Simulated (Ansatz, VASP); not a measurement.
# Al3GaN4: VASP beside Ansatz

The input INCAR:

```
PREC = Accurate ; ENCUT = 520
EDIFF = 1E-7 ; ISMEAR = 0
SIGMA = 0.05 ; LREAL = False
LASPH = True ; NELM = 60
ALGO = Normal ; ISIF = 2
LWAVE = False ; LCHARG = False
GGA = PS ; NBANDS = 31
```

KPOINTS

```
Automatic mesh
0
Gamma
  6 6 6
```

The input POSCAR:

```
Al3GaN4
1.0
    4.0751290900      0.0000000000      0.0000000000
    0.0000000000      4.0751290900      0.0000000000
    0.0000000000      0.0000000000      4.3298246582
Al Ga N
3 1 4
Direct
    0.5000000000      0.5000000000      0.0000000000
    0.5000000000      0.0000000000      0.5000000000
    0.0000000000      0.5000000000      0.5000000000
    0.0000000000      0.0000000000      0.0000000000
    0.7447140287      0.7447140287      0.2552859713
    0.7447140287      0.2552859713      0.7447140287
    0.2552859713      0.7447140287      0.7447140287
    0.2552859713      0.2552859713      0.2552859713
```

Input for Ansatz:

```yaml
crystal:
  lattice:
    - [4.07512909, 0.0, 0.0]
    - [0.0, 4.07512909, 0.0]
    - [0.0, 0.0, 4.3298246582]
  atoms:
    - { symbol: Al, position: [0.5, 0.5, 0.0] }
    - { symbol: Al, position: [0.5, 0.0, 0.5] }
    - { symbol: Al, position: [0.0, 0.5, 0.5] }
    - { symbol: Ga, position: [0.0, 0.0, 0.0] }
    - { symbol: "N", position: [0.7447140287, 0.7447140287, 0.2552859713] }
    - { symbol: "N", position: [0.7447140287, 0.2552859713, 0.7447140287] }
    - { symbol: "N", position: [0.2552859713, 0.7447140287, 0.7447140287] }
    - { symbol: "N", position: [0.2552859713, 0.2552859713, 0.2552859713] }
basis:
  ecutwfc: 520.0
kpoints:
  mp_grid: { grid: [6, 6, 6] }
hamiltonian:
  xc: pbesol
scf:
  occupations: { method: gaussian, width: 0.05 }
output:
  forces: true
  stress: true
  eigenvalues: true
```

Alike in both runs: task single point; functional PBEsol; k mesh 6 × 6 × 6; occupations gaussian, width 0.05 eV; no spin polarisation.

```csv
,VASP,Ansatz
version,VASP 6.6.1,Ansatz 0.2.0
potentials or method,"VASP PAW PBE potentials, release 64 (Al, Ga_d, N), cutoff 520 eV","scalar-relativistic, plane waves, PAW"
valence electrons in the cell,42,42
```

Ansatz gave:

```
gap on the k mesh at the Fermi level (eV) : 3.18
least direct gap on the mesh (eV)         : 3.23
rms of the force components (eV/Å)        : 0.055
```

Problem. Estimate VASP's values.

Solution. gap on the k mesh at the Fermi level (eV): 3.17; least direct gap on the mesh (eV): 3.23; rms of the force components (eV/Å): 0.044.

VASP's potentials were made for PBE, not for PBEsol. Atom by atom the forces differ by 0.017 eV/Å (rms over components).
